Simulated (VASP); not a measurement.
# MgO (Fm-3m) in VASP: a series of runs

MgO is run at these levels: PBE; tasks: single point.

Everything below comes from runs of VASP 6.6.1. Logs are shortened: lines on timing, memory, paths and dates and some standing lists are left out, and cuts for length are marked.

## (1) The cell of the first run

Symmetry: Fm-3m, No. 225, cubic system. The conventional cell has a = 4.210 Å, b = 4.210 Å, c = 4.210 Å, α = 90.00°, β = 90.00°, γ = 90.00°. Within 2.8 Å of Mg (site symmetry m-3m) lie 6 O at 2.10 Å. O (site symmetry m-3m) has 6 Mg at 2.10 Å within 2.8 Å.

## (2) Single point, PBE

Input file INCAR:

```
  PREC = Accurate
  ENCUT = 840
  EDIFF = 1E-6
  ISMEAR = 0
  SIGMA = 0.02
  LREAL = F
  LASPH = T
  NELM = 120
  ALGO = Normal
  ISIF = 2
  LWAVE = F
  LCHARG = T
  GGA = PE
  LELF = T
  LVHAR = T
  NBANDS = 15
  GGA_COMPAT = F
```

Input file KPOINTS:

```
regular mesh
0
Gamma
  8 8 8
```

Input file POSCAR:

```
MgO
1.0
    0.0000000000      2.1050000000      2.1050000000
    2.1050000000      0.0000000000      2.1050000000
    2.1050000000      2.1050000000      0.0000000000
Mg O
1 1
Direct
    0.0000000000      0.0000000000      0.0000000000
    0.5000000000      0.5000000000      0.5000000000
```

Potentials or basis: VASP PAW PBE potentials, release 64 (Mg_sv, O).

The run is started by

```bash
> cat potpaw_PBE.64/Mg_sv/POTCAR potpaw_PBE.64/O/POTCAR > POTCAR
> mpirun -np 1 vasp_std > vasp.out
```

OUTCAR:

```text
PREC = Accurate
   ENCUT = 840
   EDIFF = 1E-6
   ISMEAR = 0
   LREAL = F
   LASPH = T
   NELM = 120
   ISIF = 2
   GGA = PE

 ion  position               nearest neighbor table
   1  0.000  0.000  0.000-   2 2.10   2 2.10   2 2.10   2 2.10   2 2.10   2 2.10
   2  0.500  0.500  0.500-   1 2.10   1 2.10   1 2.10   1 2.10   1 2.10   1 2.10

  LATTYP: Found a face centered cubic cell.
 ALAT       =     4.2100000000

  Lattice vectors:

 A1 = (   0.0000000000,   2.1050000000,   2.1050000000)
 A2 = (   2.1050000000,   0.0000000000,   2.1050000000)
 A3 = (   2.1050000000,   2.1050000000,   0.0000000000)

Analysis of symmetry for initial positions (statically):
=====================================================================
 Subroutine PRICEL returns:
 Original cell was already a primitive cell.

 Routine SETGRP: Setting up the symmetry group for a
 face centered cubic supercell.

 Subroutine GETGRP returns: Found 48 space group operations
 (whereof 48 operations were pure point group operations)
 out of a pool of 48 trial point group operations.

The static configuration has the point symmetry O_h .

Analysis of symmetry for dynamics (positions and initial velocities):
=====================================================================
 Subroutine PRICEL returns:
 Original cell was already a primitive cell.

 Routine SETGRP: Setting up the symmetry group for a
 face centered cubic supercell.

 Subroutine GETGRP returns: Found 48 space group operations
 (whereof 48 operations were pure point group operations)
 out of a pool of 48 trial point group operations.

The dynamic configuration has the point symmetry O_h .

 Subroutine INISYM returns: Found 48 space group operations
 (whereof 48 operations are pure point group operations),
 and found     1 'primitive' translations

----------------------------------------------------------------------------------------

                                     Primitive cell

  volume of cell :      18.6546

  direct lattice vectors                    reciprocal lattice vectors
     0.000000000  2.105000000  2.105000000    -0.237529691  0.237529691  0.237529691
     2.105000000  0.000000000  2.105000000     0.237529691 -0.237529691  0.237529691
     2.105000000  2.105000000  0.000000000     0.237529691  0.237529691 -0.237529691

  length of vectors
     2.976919549  2.976919549  2.976919549     0.411413493  0.411413493  0.411413493

  position of ions in fractional coordinates (direct lattice)
     0.000000000  0.000000000  0.000000000
     0.500000000  0.500000000  0.500000000

  ion indices of the primitive-cell ions
   primitive index   ion index
                 1           1
                 2           2

----------------------------------------------------------------------------------------

 KPOINTS: regular mesh

Automatic generation of k-mesh.
 Grid dimensions read from file:
 generate k-points for:    8    8    8

 Generating k-lattice:

  Cartesian coordinates                     Fractional coordinates (reciprocal lattice)
    -0.029691211  0.029691211  0.029691211     0.125000000  0.000000000  0.000000000
     0.029691211 -0.029691211  0.029691211     0.000000000  0.125000000  0.000000000
     0.029691211  0.029691211 -0.029691211     0.000000000  0.000000000  0.125000000

  Length of vectors
     0.051426687  0.051426687  0.051426687

  Shift w.r.t. Gamma in fractional coordinates (k-lattice)
     0.000000000  0.000000000  0.000000000

 Subroutine IBZKPT returns following result:
 ===========================================

 Found     29 irreducible k-points:

 Following reciprocal coordinates:
            Coordinates               Weight
  0.000000  0.000000  0.000000      1.000000
  0.125000  0.000000  0.000000      8.000000
  0.250000  0.000000  0.000000      8.000000
  0.375000  0.000000  0.000000      8.000000
  0.500000  0.000000  0.000000      4.000000
  0.125000  0.125000  0.000000      6.000000
[... 16 lines left out ...]
  0.500000  0.250000  0.125000     48.000000
 -0.375000  0.250000  0.125000     24.000000
 [... further k-points ...]
   k-points           NKPTS =     29   k-points in BZ     NKDIM =     29   number of bands    NBANDS=     15
   number of dos      NEDOS =    301   number of ions     NIONS =      2
   total plane-waves  NPLWV =  21952
   dimension x,y,z NGX =    28 NGY =   28 NGZ =   28
   dimension x,y,z NGXF=    56 NGYF=   56 NGZF=   56
   ions per type =               1   1
   NGX,Y,Z   is equivalent  to a cutoff of  15.64, 15.64, 15.64 a.u.
   NGXF,Y,Z  is equivalent  to a cutoff of  31.27, 31.27, 31.27 a.u.
 SYSTEM =  unknown system
   PREC   = accura    normal or accurate (medium, high low for compatibility)
   ISTART =      0    job   : 0-new  1-cont  2-samecut
   ICHARG =      2    charge: 1-file 2-atom 10-const
   ISPIN  =      1    spin polarized calculation?
   LNONCOLLINEAR =      F non collinear calculations
   LSORBIT =      F    spin-orbit coupling
   LASPH  =      T    aspherical Exc in radial PAW
   ENCUT  =  840.0 eV  61.74 Ry    7.86 a.u.   7.03  7.03  7.03*2*pi/ulx,y,z
   NELM   =    120;   NELMIN=  2; NELMDL= -5     # of ELM steps
   EDIFF  = 0.1E-05   stopping-criterion for ELM
   LREAL  =      F    real-space projection
   EDIFFG = 0.1E-04   stopping-criterion for IOM
   NSW    =      0    number of steps for IOM
   IBRION =     -1    ionic relax: 0-MD 1-quasi-New 2-CG
   NFREE  =      0    steps in history (QN), initial steepest desc. (CG)
   ISIF   =      2    stress and relaxation
   ISYM   =      2    0-nonsym 1-usesym 2-fastsym
   POTIM  = 0.5000    time-step for ionic-motion
   TEBEG  =    0.0;   TEEND  =   0.0 temperature during run
   PSTRESS=    0.0 pullay stress
   NELECT =      16.0000    total number of electrons
   NUPDOWN=      -1.0000    fix difference up-down
   EMIN   =  10.00;   EMAX   =-10.00  energy-range for DOS
   EFERMI =   0.00;   METHOD = LEGACY
   ISMEAR =     0;   SIGMA  =   0.02  broadening in eV -4-tet -1-fermi 0-gaus
   EFERMI_NEDOS =   21; number of points for ismear=-14 and -15
   IALGO  =     38    algorithm
   IMIX   =      4    mixing-type and parameters
     AMIX     =   0.40;   BMIX     =  1.00
     AMIX_MAG =   1.60;   BMIX_MAG =  1.00
  volume/ion in A,a.u.               =       9.33        62.94
  Fermi-wavevector in a.u.,A,eV,Ry     =   1.555438  2.939352 32.917767  2.419388
  Thomas-Fermi vector in A             =   2.659379
   LORBIT       =      0    0 simple, 1 ext, 2 COOP (PROOUT), +10 PAW based schemes
   GGA     = PE    functional components
   LHFCALC =     F    Hartree Fock is set to
   AEXX    =    0.0000 exact exchange contribution
   IVDW    =     0    specifies the selected vdW correction
   LEPSILON=     F    determine dielectric tensor
   LRPA    =     F    only Hartree local field effects (RPA)
 non-spin polarized calculation
 Gauss-broadening in eV      SIGMA  =   0.02
  energy-cutoff  :      840.00
  volume of cell :       18.65
 maximum number of plane-waves:      1056
   NGX = 13   NGY = 13   NGZ = 13

 number of electron      15.9999995 magnetization

 Free energy of the ion-electron system (eV)
  ---------------------------------------------------
  ext. energy  EPLUGINS =         0.00000000
  ---------------------------------------------------
  free energy    TOTEN  =       -11.87379988 eV

  energy without entropy =      -11.87379988  energy(sigma->0) =      -11.87379988

 E-fermi :   3.2280     XC(G=0): -11.3985

 val. band max:        2.9260909339   @ k =   0.0000   0.0000   0.0000
 cond. band min:       7.6801717775   @ k =   0.0000   0.0000   0.0000
 fundamental gap:      4.7540808436
 Fermi energy:         3.2280017234

 k-point     1 :       0.0000    0.0000    0.0000
  band No.  band energies     occupation
      1     -69.3363      2.00000
      2     -36.0613      2.00000
      3     -36.0613      2.00000
      4     -36.0613      2.00000
      5     -14.3297      2.00000
      6       2.9261      2.00000
      7       2.9261      2.00000
      8       2.9261      2.00000
      9       7.6802      0.00000
     10      18.7404      0.00000
     11      18.7404      0.00000
     12      18.7404      0.00000
     13      22.6573      0.00000
     14      24.4399      0.00000
     15      24.4399      0.00000

 k-point     2 :       0.1250    0.0000    0.0000
  band No.  band energies     occupation
      1     -69.3355      2.00000
      2     -36.0744      2.00000
      3     -36.0628      2.00000
      4     -36.0628      2.00000
      5     -14.1617      2.00000
      6       1.9735      2.00000
      7       2.8224      2.00000
      8       2.8224      2.00000
      9       8.5928      0.00000
     10      17.0608      0.00000
     11      19.1007      0.00000
     12      19.1007      0.00000
     13      23.4865      0.00000
     14      23.4865      0.00000
     15      24.8351      0.00000

 k-point     3 :       0.2500    0.0000    0.0000
  band No.  band energies     occupation
      1     -69.3326      2.00000
      2     -36.1055      2.00000
      3     -36.0660      2.00000
      4     -36.0660      2.00000
      5     -13.7258      2.00000
      6       0.2692      2.00000
      7       2.5836      2.00000
      8       2.5836      2.00000
      9      10.0385      0.00000
     10      15.5176      0.00000
     11      19.6039      0.00000
     12      19.6039      0.00000
     13      23.0935      0.00000
     14      23.0935      0.00000
     15      24.9985      0.00000
[... 343 lines left out ...]
 k-point    23 :       0.5000    0.2500    0.1250
  band No.  band energies     occupation
      1     -69.3280      2.00000
      2     -36.1278      2.00000
      3     -36.0896      2.00000
      4     -36.0751      2.00000
      5     -13.0439      2.00000
      6      -0.7753      2.00000
      7       1.2052      2.00000
      8       2.0577      2.00000
      9      12.4421      0.00000
     10      14.5966      0.00000
     11      16.8945      0.00000
     12      20.1093      0.00000
     13      22.6385      0.00000
     14      25.3638      0.00000
     15      29.0104      0.00000

 k-point    24 :      -0.3750    0.2500    0.1250
  band No.  band energies     occupation
      1     -69.3270      2.00000
      2     -36.1349      2.00000
      3     -36.0918      2.00000
      4     -36.0777      2.00000
      5     -12.8760      2.00000
      6      -1.0672      2.00000
      7       0.9978      2.00000
      8       1.9386      2.00000
      9      12.6154      0.00000
     10      15.1477      0.00000
     11      16.4637      0.00000
     12      19.8636      0.00000
     13      23.4800      0.00000
     14      25.0401      0.00000
     15      29.1439      0.00000

 [... further k-points ...]
[... 5 lines left out ...]
  --------------------------------------------------------------------------------------
  -------------------------------------------------------------------------------------
  Total        0.5857392      0.5857392      0.5857392     -0.0000000     -0.0000000      0.0000000
  in kB       50.3070209     50.3070209     50.3070209     -0.0000000     -0.0000000      0.0000000
  external PRESSURE =      50.3070209 kB  Pullay stress =       0.0000000 kB

 VOLUME and BASIS-vectors are now :
 -----------------------------------------------------------------------------
  energy-cutoff  :      840.00
  volume of cell :       18.65
      direct lattice vectors                 reciprocal lattice vectors
     0.000000000  2.105000000  2.105000000    -0.237529691  0.237529691  0.237529691
     2.105000000  0.000000000  2.105000000     0.237529691 -0.237529691  0.237529691
     2.105000000  2.105000000  0.000000000     0.237529691  0.237529691 -0.237529691

 POSITION                                       TOTAL-FORCE (eV/Angst)
 -----------------------------------------------------------------------------------
      0.00000      0.00000      0.00000        -0.000000     -0.000000     -0.000000
      2.10500      2.10500      2.10500         0.000000      0.000000      0.000000
 -----------------------------------------------------------------------------------
    total drift:                                0.000000      0.000000      0.000000

  FREE ENERGIE OF THE ION-ELECTRON SYSTEM (eV)
  ---------------------------------------------------
  free  energy   TOTEN  =       -11.8737998816 eV

  energy  without entropy=      -11.8737998816  energy(sigma->0) =      -11.87379988
```

It took 9.1 s on 1 thread of Intel Xeon Platinum 8488C (Sapphire Rapids), shared host; peak memory 0.16 GiB.

What came out:

| Property | Result |
| --- | --- |
| Free energy | -11.8738 eV |
| Pressure | 5.0 GPa |
| Band gap on the k mesh | 4.75 eV |

Caveat: the cell stands under pressure.

## (3) Single point, PBE

Input file INCAR:

```
SYSTEM = MgO
PREC = Accurate
ENCUT = 840
EDIFF = 1E-6
ISMEAR = 0
SIGMA = 0.02
LREAL = .FALSE.
LASPH = .TRUE.
NELM = 120
ALGO = Normal
ISIF = 2
LWAVE = .FALSE.
LCHARG = .FALSE.
GGA = PE
NBANDS = 15
GGA_COMPAT = .FALSE.
```

Input file KPOINTS:

```
Automatic mesh
0
G
  8 8 8
  0 0 0
```

POSCAR is that of step 2.

Potentials or basis: VASP PAW PBE potentials, release 64 (Mg_sv, O).

The run is started by

```bash
> cat potpaw_PBE.64/Mg_sv/POTCAR potpaw_PBE.64/O/POTCAR > POTCAR
> mpirun -np 1 vasp_std > vasp.out
```

Run time: 14 s. Hardware: 1 thread of AMD EPYC 7R43 (Zen 3), shared host; peak memory 0.13 GiB.

It converged, with:

```yaml
Free_energy: -11.8738 eV
Pressure: 5.0 GPa
Band_gap_on_the_k_mesh: 4.75 eV
```

Levels at points of the mesh, in eV from the valence-band top:
```csv
k point,band 4,band 5,band 6,band 7,band 8,band 9,band 10,band 11,band 12,band 13
"(0.00, 0.00, 0.00)",-38.99,-17.26,0.00,0.00,0.00,4.75,15.81,15.81,15.81,19.73
"(0.50, 0.00, 0.00)",-39.00,-15.94,-4.62,-0.66,-0.66,7.92,12.63,16.35,16.35,20.97
"(0.50, 0.50, 0.00)",-39.02,-15.72,-4.06,-1.34,-1.34,9.13,10.02,13.12,19.02,19.02
```

Caveat: the cell stands under pressure.

## (4) Single point, PBE

Input file INCAR:

```
  PREC = Accurate
  ENCUT = 840
  EDIFF = 1E-6
  ISMEAR = 0
  SIGMA = 0.02
  LREAL = F
  LASPH = T
  NELM = 120
  ALGO = Normal
  ISIF = 2
  LWAVE = F
  LCHARG = F
  GGA = PE
  NBANDS = 15
  GGA_COMPAT = F
```

Input file KPOINTS:

```
regular mesh
0
Gamma
  10 10 10
```

POSCAR is that of step 3.

The run is started by

```bash
> cat potpaw_PBE.64/Mg_sv/POTCAR potpaw_PBE.64/O/POTCAR > POTCAR
> mpirun -np 1 vasp_std > vasp.out
```

It took 24 s on 1 thread of Intel Xeon Platinum 8259CL at 2.50GHz (Skylake/Cascade Lake), shared host; peak memory 0.16 GiB.

The run converged. Its results:

```
Free energy            : -11.8738 eV
Pressure               : 5.0 GPa
Band gap on the k mesh : 4.75 eV
```

Levels at points of the mesh, in eV from the valence-band top:
```
           k point  band 5  band 6  band 7  band 8  band 9  band 10  band 11  band 12
(0.00, 0.00, 0.00)  -17.26    0.00    0.00    0.00    4.75    15.81    15.81    15.81
(0.50, 0.00, 0.00)  -15.94   -4.62   -0.66   -0.66    7.92    12.63    16.35    16.35
(0.50, 0.50, 0.00)  -15.72   -4.06   -1.34   -1.34    9.13    10.02    13.12    19.02
```

Caveat: the cell stands under pressure.
